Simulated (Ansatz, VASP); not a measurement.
# One calculation of Rh, two programs

The input INCAR:

```
PREC = Accurate ; ENCUT = 520
EDIFF = 1E-6 ; ISMEAR = 0
SIGMA = 0.15 ; LREAL = False
LASPH = True ; NELM = 60
ALGO = Fast ; ISIF = 2
LWAVE = False ; LCHARG = True
GGA = PE ; LELF = True
LVHAR = True ; NBANDS = 14
```

KPOINTS

```
regular mesh
0
Gamma
  24 24 24
```

File POSCAR:

```
Rh
1.0
    0.0000000000      1.9276018674      1.8504977927
    1.9276018674      0.0000000000      1.8504977927
    1.9276018674      1.9276018674      0.0000000000
Rh
1
Direct
    0.0000000000      0.0000000000      0.0000000000
```

Input for Ansatz:

```yaml
crystal:
  lattice:
    - [0.0, 1.9276018674, 1.8504977927]
    - [1.9276018674, 0.0, 1.8504977927]
    - [1.9276018674, 1.9276018674, 0.0]
  atoms:
    - { symbol: Rh, position: [0.0, 0.0, 0.0] }
basis:
  ecutwfc: 420
kpoints:
  mp_grid: { grid: [24, 24, 24] }
hamiltonian:
  xc: pbe
scf:
  occupations: { method: gaussian, width: 0.15 }
output:
  forces: true
  stress: true
  eigenvalues: true
```

Alike in both runs: task single point; functional PBE; k mesh 24 × 24 × 24; occupations gaussian, width 0.15 eV; no spin polarisation.

|  | VASP | Ansatz |
| --- | --- | --- |
| version | VASP 6.6.1 | Ansatz 0.2.0 |
| potentials or method | VASP PAW PBE potentials, release 64 (Rh_pv), cutoff 520 eV | scalar-relativistic, plane waves, PAW |
| valence electrons in the cell | 15 | 17 |

Ansatz gave:

```
gap on the k mesh at the Fermi level (eV)                     : none
pressure (GPa)                                                : 6.0
traceless stress, the component that is largest in VASP (GPa) : 6.46
```

Task: What did VASP give for the same quantities?

Result: gap on the k mesh at the Fermi level (eV): none; pressure (GPa): 6.1; traceless stress, the component that is largest in VASP (GPa): 6.44.

A gap of «none» marks a metal or a gap that the smearing closes. VASP's potentials hold 15 valence electrons a cell and Ansatz's 17, so a difference there can come from the potentials and not from the codes.
